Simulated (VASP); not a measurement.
# TiSi16 (a cell with a defect) in VASP: further runs

TiSi16 (a cell with a defect) is run at these levels: PBE+D3(BJ); tasks: single point.

All numbers are computed with VASP 6.6.1; they aren't measurements. Logs are shortened: lines on timing, memory, paths and dates and some standing lists are left out, and cuts for length are marked.

**1. The cell of the first run**

The cell holds a defect, 17 atoms: a = 7.679 Å, b = 7.679 Å, c = 7.679 Å, α = 60.00°, β = 60.00°, γ = 60.00°.

**2. Single point, PBE+D3(BJ)**

Contents of INCAR:

```
PREC     = Accurate       # precision mode
ENCUT    = 520            # plane-wave cutoff, eV
EDIFF    = 1E-6           # SCF threshold, eV
ISMEAR   = 0              # smearing method
SIGMA    = 0.05           # smearing width, eV
LREAL    = Auto         
LASPH    = T              # aspherical terms in the spheres
NELM     = 60             # most SCF steps
ALGO     = Normal         # electronic algorithm
ISIF     = 2              # what is computed and relaxed
LWAVE    = F              # write WAVECAR
LCHARG   = F              # write CHGCAR
GGA      = PE             # functional
IVDW     = 12             # dispersion correction
NBANDS   = 52             # bands
```

Contents of KPOINTS:

```
Automatic mesh
0
Gamma
  2 2 2
```

Contents of POSCAR:

```
TiSi16
1.0
    0.0000000000      5.4300000000      5.4300000000
    5.4300000000      0.0000000000      5.4300000000
    5.4300000000      5.4300000000      0.0000000000
Si Ti
16 1
Direct
    0.0121125230     -0.0356930018      0.0106591160
    0.1146725599      0.1211434622      0.1138244936
   -0.0296918048      0.0034258748      0.5124352670
    0.1152097606      0.1206812155      0.6483274401
   -0.0004616943      0.4932348066      0.0004583794
    0.1360344383      0.5910128913      0.1371576427
   -0.0004292818      0.4928950276      0.5081077348
    0.1158980663      0.6323442910      0.6263702578
    0.5137205341      0.0033759669     -0.0312997238
    0.6496616022      0.1210389503      0.1139369245
    0.5131614180      0.0034739411      0.5122665746
    0.6127447514      0.1625937385      0.6111068140
    0.5069859116      0.4931663904      0.0004564457
    0.6253767035      0.6323616022      0.1170172192
    0.4882437385      0.5342848066      0.4894654696
    0.6255546961      0.6323488029      0.6264044199
    0.3301097606      0.0106626151      0.3281552486
```

Potentials or basis: VASP PAW PBE potentials, release 64 (Si, Ti_sv).

Run with:

```bash
$ cat potpaw_PBE.64/Si/POTCAR potpaw_PBE.64/Ti_sv/POTCAR > POTCAR
$ mpirun -np 1 vasp_std > vasp.out
```

OUTCAR:

```text
PREC = Accurate
   ENCUT = 520
   EDIFF = 1E-6
   ISMEAR = 0
   LREAL = Auto
   LASPH = T
   NELM = 60
   ISIF = 2
   GGA = PE
   IVDW = 12
 IVDW          = 12

 ion  position               nearest neighbor table
   1  0.012  0.964  0.011-   4 2.28  10 2.29   2 2.29   6 2.34
   2  0.115  0.121  0.114-   1 2.29   5 2.34  17 2.47   3 2.50   9 2.50
   3  0.970  0.003  0.512-  12 2.26   8 2.33  17 2.41   4 2.50   2 2.50
   4  0.115  0.121  0.648-   1 2.28   7 2.34  17 2.47  11 2.50   3 2.50
   5  1.000  0.493  0.000-   6 2.33   2 2.34   8 2.35  14 2.35
   6  0.136  0.591  0.137-   7 2.33  13 2.33   5 2.33   1 2.34
   7  1.000  0.493  0.508-   6 2.33   4 2.34  16 2.35   8 2.35
   8  0.116  0.632  0.626-   3 2.33  15 2.34   7 2.35   5 2.35
   9  0.514  0.003  0.969-  12 2.26  14 2.33  17 2.41  10 2.50   2 2.50
  10  0.650  0.121  0.114-   1 2.29  13 2.34  17 2.47  11 2.50   9 2.50
  11  0.513  0.003  0.512-  12 2.26  16 2.33  17 2.41   4 2.50  10 2.50
  12  0.613  0.163  0.611-  11 2.26   3 2.26   9 2.26  15 2.33
  13  0.507  0.493  0.000-   6 2.33  10 2.34  16 2.35  14 2.35
  14  0.625  0.632  0.117-   9 2.33  15 2.34  13 2.35   5 2.35
  15  0.488  0.534  0.489-  12 2.33  16 2.34   8 2.34  14 2.34  17 2.99
  16  0.626  0.632  0.626-  11 2.33  15 2.34   7 2.35  13 2.35
  17  0.330  0.011  0.328-   9 2.41   3 2.41  11 2.41   2 2.47  10 2.47   4 2.47  15 2.99

  LATTYP: Found a face centered cubic cell.
 ALAT       =    10.8600000000

  Lattice vectors:

 A1 = (   0.0000000000,   5.4300000000,   5.4300000000)
 A2 = (   5.4300000000,   0.0000000000,   5.4300000000)
 A3 = (   5.4300000000,   5.4300000000,   0.0000000000)

Analysis of symmetry for initial positions (statically):
=====================================================================
 Subroutine PRICEL returns:
 Original cell was already a primitive cell.

 Routine SETGRP: Setting up the symmetry group for a
 face centered cubic supercell.

 Subroutine GETGRP returns: Found  1 space group operations
 (whereof  1 operations were pure point group operations)
 out of a pool of 48 trial point group operations.

The static configuration has the point symmetry C_1 .

Analysis of symmetry for dynamics (positions and initial velocities):
=====================================================================
 Subroutine PRICEL returns:
 Original cell was already a primitive cell.

 Routine SETGRP: Setting up the symmetry group for a
 face centered cubic supercell.

 Subroutine GETGRP returns: Found  1 space group operations
 (whereof  1 operations were pure point group operations)
 out of a pool of 48 trial point group operations.

The dynamic configuration has the point symmetry C_1 .

 Subroutine INISYM returns: Found  1 space group operations
 (whereof  1 operations are pure point group operations),
 and found     1 'primitive' translations

----------------------------------------------------------------------------------------

                                     Primitive cell

  volume of cell :     320.2060

  direct lattice vectors                    reciprocal lattice vectors
     0.000000000  5.430000000  5.430000000    -0.092081031  0.092081031  0.092081031
     5.430000000  0.000000000  5.430000000     0.092081031 -0.092081031  0.092081031
     5.430000000  5.430000000  0.000000000     0.092081031  0.092081031 -0.092081031

  length of vectors
     7.679179644  7.679179644  7.679179644     0.159489025  0.159489025  0.159489025

  position of ions in fractional coordinates (direct lattice)
     0.012112523  0.964306998  0.010659116
     0.114672560  0.121143462  0.113824494
     0.970308195  0.003425875  0.512435267
     0.115209761  0.120681215  0.648327440
     0.999538306  0.493234807  0.000458379
     0.136034438  0.591012891  0.137157643
[... 9 lines left out ...]
     0.625554696  0.632348803  0.626404420
     0.330109761  0.010662615  0.328155249

  ion indices of the primitive-cell ions
   primitive index   ion index
                 1           1
                 2           2
                 3           3
                 4           4
                 5           5
                 6           6
[... 9 lines left out ...]
                16          16
                17          17

----------------------------------------------------------------------------------------

 KPOINTS: Automatic mesh

Automatic generation of k-mesh.
 Grid dimensions read from file:
 generate k-points for:    2    2    2

 Generating k-lattice:

  Cartesian coordinates                     Fractional coordinates (reciprocal lattice)
    -0.046040516  0.046040516  0.046040516     0.500000000  0.000000000  0.000000000
     0.046040516 -0.046040516  0.046040516     0.000000000  0.500000000  0.000000000
     0.046040516  0.046040516 -0.046040516     0.000000000  0.000000000  0.500000000

  Length of vectors
     0.079744512  0.079744512  0.079744512

  Shift w.r.t. Gamma in fractional coordinates (k-lattice)
     0.000000000  0.000000000  0.000000000

 Subroutine IBZKPT returns following result:
 ===========================================

 Found      8 irreducible k-points:

 Following reciprocal coordinates:
            Coordinates               Weight
  0.000000  0.000000  0.000000      1.000000
  0.500000  0.000000  0.000000      1.000000
  0.000000  0.500000  0.000000      1.000000
  0.000000  0.000000  0.500000      1.000000
  0.500000  0.500000  0.500000      1.000000
  0.500000  0.500000  0.000000      1.000000
  0.000000  0.500000  0.500000      1.000000
  0.500000  0.000000  0.500000      1.000000
   k-points           NKPTS =      8   k-points in BZ     NKDIM =      8   number of bands    NBANDS=     52
   number of dos      NEDOS =    301   number of ions     NIONS =     17
   total plane-waves  NPLWV = 216000
   dimension x,y,z NGX =    60 NGY =   60 NGZ =   60
   dimension x,y,z NGXF=   120 NGYF=  120 NGZF=  120
   ions per type =              16   1
   NGX,Y,Z   is equivalent  to a cutoff of  12.99, 12.99, 12.99 a.u.
   NGXF,Y,Z  is equivalent  to a cutoff of  25.98, 25.98, 25.98 a.u.
 SYSTEM =  unknown system
   PREC   = accura    normal or accurate (medium, high low for compatibility)
   ISTART =      0    job   : 0-new  1-cont  2-samecut
   ICHARG =      2    charge: 1-file 2-atom 10-const
   ISPIN  =      1    spin polarized calculation?
   LNONCOLLINEAR =      F non collinear calculations
   LSORBIT =      F    spin-orbit coupling
   LASPH  =      T    aspherical Exc in radial PAW
   ENCUT  =  520.0 eV  38.22 Ry    6.18 a.u.  14.28 14.28 14.28*2*pi/ulx,y,z
   NELM   =     60;   NELMIN=  2; NELMDL= -5     # of ELM steps
   EDIFF  = 0.1E-05   stopping-criterion for ELM
   LREAL  =      T    real-space projection
   EDIFFG = 0.1E-04   stopping-criterion for IOM
   NSW    =      0    number of steps for IOM
   IBRION =     -1    ionic relax: 0-MD 1-quasi-New 2-CG
   NFREE  =      0    steps in history (QN), initial steepest desc. (CG)
   ISIF   =      2    stress and relaxation
   ISYM   =      2    0-nonsym 1-usesym 2-fastsym
   POTIM  = 0.5000    time-step for ionic-motion
   TEBEG  =    0.0;   TEEND  =   0.0 temperature during run
   PSTRESS=    0.0 pullay stress
   NELECT =      76.0000    total number of electrons
   NUPDOWN=      -1.0000    fix difference up-down
   EMIN   =  10.00;   EMAX   =-10.00  energy-range for DOS
   EFERMI =   0.00;   METHOD = LEGACY
   ISMEAR =     0;   SIGMA  =   0.05  broadening in eV -4-tet -1-fermi 0-gaus
   EFERMI_NEDOS =   21; number of points for ismear=-14 and -15
   IALGO  =     38    algorithm
   IMIX   =      4    mixing-type and parameters
     AMIX     =   0.40;   BMIX     =  1.00
     AMIX_MAG =   1.60;   BMIX_MAG =  1.00
  volume/ion in A,a.u.               =      18.84       127.11
  Fermi-wavevector in a.u.,A,eV,Ry     =   1.013607  1.915439 13.978610  1.027399
  Thomas-Fermi vector in A             =   2.146786
   LORBIT       =      0    0 simple, 1 ext, 2 COOP (PROOUT), +10 PAW based schemes
   GGA     = PE    functional components
   LHFCALC =     F    Hartree Fock is set to
   AEXX    =    0.0000 exact exchange contribution
   IVDW    =    12    specifies the selected vdW correction
   LEPSILON=     F    determine dielectric tensor
   LRPA    =     F    only Hartree local field effects (RPA)
 non-spin polarized calculation
 Gauss-broadening in eV      SIGMA  =   0.05
  energy-cutoff  :      520.00
  volume of cell :      320.21
 maximum number of plane-waves:      8646
 NGX is ok and might be reduce to    60
   NGX = 29   NGY = 29   NGZ = 29

 number of electron      76.0000002 magnetization

 Free energy of the ion-electron system (eV)
  ---------------------------------------------------
  ext. energy  EPLUGINS =         0.00000000
  ---------------------------------------------------
  free energy    TOTEN  =       -90.73669085 eV

  energy without entropy =      -90.72591561  energy(sigma->0) =      -90.73130323

 E-fermi :   6.9498     XC(G=0):  -9.7538

 val. band max:        6.9138517798   @ k =   0.0000   0.0000   0.5000
 cond. band min:       6.9716052446   @ k =   0.0000   0.0000   0.0000
 fundamental gap:      0.0577534649
 Fermi energy:         6.9498038232

 k-point     1 :       0.0000    0.0000    0.0000
  band No.  band energies     occupation
      1     -49.9884      2.00000
      2     -26.4857      2.00000
      3     -26.2905      2.00000
      4     -26.2890      2.00000
      5      -5.6814      2.00000
      6      -3.4869      2.00000
[... 42 lines left out ...]
     49       8.2880      0.00000
     50       8.8265      0.00000

 k-point     2 :       0.5000    0.0000    0.0000
  band No.  band energies     occupation
      1     -49.9884      2.00000
      2     -26.4857      2.00000
      3     -26.2905      2.00000
      4     -26.2890      2.00000
      5      -4.9240      2.00000
      6      -4.8100      2.00000
[... 310 lines left out ...]
 k-point     8 :       0.5000    0.0000    0.5000
  band No.  band energies     occupation
      1     -49.9884      2.00000
      2     -26.4857      2.00000
      3     -26.2905      2.00000
      4     -26.2890      2.00000
      5      -4.6190      2.00000
      6      -4.5683      2.00000
[... 42 lines left out ...]
     49       9.9573      0.00000
     50      10.4622      0.00000
 [bands above 50 left out]

------------------------ aborting loop because EDIFF is reached ----------------------------------------

 Edisp (eV)   -5.83861

 E8    (eV) :    -2.4423

  FORCE on cell =-STRESS in cart. coord.  units (eV):
  Direction    XX          YY          ZZ          XY          YZ          ZX
  --------------------------------------------------------------------------------------
  -------------------------------------------------------------------------------------
  Total       5.03274     5.14135     5.11159     1.66991     1.64404    -1.68896
  in kB      25.18173    25.72516    25.57625     8.35551     8.22607    -8.45086
  external pressure =       25.49 kB  Pullay stress =        0.00 kB

 VOLUME and BASIS-vectors are now :
 -----------------------------------------------------------------------------
  energy-cutoff  :      520.00
  volume of cell :      320.21
      direct lattice vectors                 reciprocal lattice vectors
     0.000000000  5.430000000  5.430000000    -0.092081031  0.092081031  0.092081031
     5.430000000  0.000000000  5.430000000     0.092081031 -0.092081031  0.092081031
     5.430000000  5.430000000  0.000000000     0.092081031  0.092081031 -0.092081031

 POSITION                                       TOTAL-FORCE (eV/Angst)
 -----------------------------------------------------------------------------------
      5.29407      0.12365      5.30196         0.030447     -0.005958      0.015957
      1.27588      1.24074      1.28048         0.030381      0.056327      0.034124
      2.80113      8.05130      5.28738         0.140217     -0.151019     -0.006829
      4.17572      4.14601      1.28089        -0.060144     -0.043212      0.043666
      2.68075      5.42998      8.10576         0.040633     -0.034301      0.040252
      3.95397      1.48343      3.94787         0.011456     -0.023668      0.018345
[... 9 lines left out ...]
      6.83503      6.79814      6.83042         0.091216     -0.041366      0.091591
      1.83978      3.57438      1.85039        -0.888382      0.936277     -0.915794
 -----------------------------------------------------------------------------------
    total drift:                                0.001481      0.001813      0.001616

  FREE ENERGIE OF THE ION-ELECTRON SYSTEM (eV)
  ---------------------------------------------------
  free  energy   TOTEN  =       -96.5753052192 eV

  energy  without entropy=      -96.5645299801  energy(sigma->0) =      -96.56991760
```

Wall time 3.9 min (1 thread of Intel Xeon Platinum 8488C (Sapphire Rapids), shared host); peak memory 0.48 GiB.

Results:

| Property | Result |
| --- | --- |
| Free energy | -96.5753 eV |
| Pressure | 2.5 GPa |
| Largest force | 1.583 eV/Å |
| Band gap on the k mesh | zero (bands 38 and 39 overlap by 0.47 eV) |
| Dispersion energy per atom | -0.343 eV |

Forces in eV/Å, atoms in the order of the input:
```
Si   0.030 -0.006  0.016
Si   0.030  0.056  0.034
Si   0.140 -0.151 -0.007
Si  -0.060 -0.043  0.044
Si   0.041 -0.034  0.040
Si   0.011 -0.024  0.018
Si   0.031 -0.043  0.042
Si   0.093 -0.093  0.042
Si  -0.005 -0.155  0.150
Si   0.036 -0.038 -0.060
Si   0.136  0.004  0.144
Si   0.128 -0.120  0.122
Si   0.040 -0.041  0.033
Si   0.044 -0.100  0.099
Si   0.101 -0.108  0.106
Si   0.091 -0.041  0.092
Ti  -0.888  0.936 -0.916
```

Caveat: the k points lie up to 0.50 Å⁻¹ apart.

(Continued in part 2 of 2.)

The gap in the log of VASP goes by the Fermi energy; the results here count the filled bands.